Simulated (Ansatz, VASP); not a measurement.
AlNi in VASP and in Ansatz

```
Al Ni
1.0
     2.94103    0.00000    0.00000
     0.00000    2.94103    0.00000
     0.00000    0.00000    2.94103
Al Ni
1 1
Direct
  0.00000 0.00000 0.96543
  0.50000 0.50000 0.51589
```

Change from the starting cell: mode 6 frozen in at -0.100 Å, equal normal strain along x, y and z +0.0167.

Alike in both runs: task single point; functional PBE; k mesh 16 × 16 × 16; occupations gaussian, width 0.15 eV; no spin polarisation.

|  | VASP | Ansatz |
| --- | --- | --- |
| version | VASP 6.6.1 | Ansatz 0.2.0 |
| potentials or method | VASP PAW PBE potentials, release 64 (Al, Ni), cutoff 520 eV | scalar-relativistic, plane waves, PAW |
| valence electrons in the cell | 13 | 21 |

VASP gave:

```
gap on the k mesh at the Fermi level (eV)                     : none
pressure (GPa)                                                : -5.8
traceless stress, the component that is largest in VASP (GPa) : -0.48
rms of the force components (eV/Å)                            : 0.397
```

**Question.** What did Ansatz give for the same quantities?

**Answer.** gap on the k mesh at the Fermi level (eV): none; pressure (GPa): -5.9; traceless stress, the component that is largest in VASP (GPa): -0.48; rms of the force components (eV/Å): 0.394.

Atom by atom the forces differ by 0.002 eV/Å (rms over components). A gap of «none» marks a metal or a gap that the smearing closes. With one functional, cell and mesh, what is left measures potentials, basis and numerics. VASP's potentials hold 13 valence electrons a cell and Ansatz's 21, so a difference there can come from the potentials and not from the codes.
